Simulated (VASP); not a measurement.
**MnO2 (fluorite type): single point with PBE**

The system is MnO2 (fluorite type).

```xyz
3
Lattice="0.0000 2.2944 2.2944 2.2944 0.0000 2.2944 2.2944 2.2944 0.0000" Properties=species:S:1:pos:R:3 pbc="T T T"
Mn    0.0000    0.0000    0.0000
O     1.1472    1.1472    1.1472
O     3.4416    3.4416    3.4416
```

```json
{
 "Program": "VASP 6.6.1",
 "Task": "single point",
 "Functional": "PBE",
 "Potentials or basis": "VASP PAW PBE potentials, release 64 (Mn_pv, O)",
 "Cutoff": "520 eV",
 "k mesh": "21 × 21 × 21",
 "Occupations": "fermi-dirac, width 0.0612256 eV",
 "Spin": "no spin polarisation",
 "Dipole correction": "no",
 "Further INCAR settings": "ALGO = Normal; EDIFF = 1e-06; NBANDS = 20"
}
```

| Quantity | Value |
| --- | --- |
| Pressure | 6.9 GPa |

Levels at points of the mesh, in eV from the Fermi level:
| k point | band 9 | band 10 | band 11 | band 12 | band 13 | band 14 | band 15 | band 16 | band 17 | band 18 |
| --- | --- | --- | --- | --- | --- | --- | --- | --- | --- | --- |
| (0.00, 0.00, 0.00) | -1.36 | -1.36 | -1.36 | -0.84 | -0.84 | 3.11 | 3.11 | 3.11 | 8.31 | 13.74 |

It took 68 s on 1 thread of AMD EPYC 9R45 96-Core Processor (Zen 5), on a shared host, peak memory 0.21 GiB.

Caveat: an odd number of electrons without spin polarisation forces a metal; a magnetic or distorted state may lie lower; the run has no spin polarisation, though such a crystal can be magnetic; semilocal functionals often make such compounds metallic where correlation or magnetic order opens a gap, which also shifts bond lengths. Spin polarisation is off, so any magnetic state and its effect on volume and gap are missing.
